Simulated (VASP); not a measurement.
Bi: single point with PBEsol

The system is Bi, a slab with vacuum.

```xyz
1
Lattice="3.4926 0.0000 0.0000 -1.7463 3.0246 0.0000 0.0000 0.0000 11.0000" Properties=species:S:1:pos:R:3 pbc="T T T"
Bi    0.0000    0.0000    5.5000
```

* Program: VASP 6.6.1
* Task: single point
* Functional: PBEsol
* Potentials or basis: VASP PAW PBE potentials, release 64 (Bi_d)
* Cutoff: 520 eV
* k mesh: 11 × 11 × 1
* Occupations: fermi-dirac, width 0.1 eV
* Spin: no spin polarisation
* Dipole correction: yes
* Further INCAR settings: ALGO = Normal; EDIFF = 1e-06; NBANDS = 14

```json
{"Band gap on the k mesh": "zero (an odd number of electrons rules out a gap without spin polarisation)"}
```

Levels at points of the mesh, in eV from the Fermi level:
```tsv
k point	band 5	band 6	band 7	band 8	band 9	band 10
(0.00, 0.00, 0.00)	-22.75	-12.03	-2.18	3.20	4.94	4.94
```

It took 12 s on 1 thread of Intel(R) Xeon(R) 6975P-C (Granite Rapids), on a shared host, peak memory 0.23 GiB.

Caveat: spin-orbit coupling is left out, which moves the levels of the heavy elements.
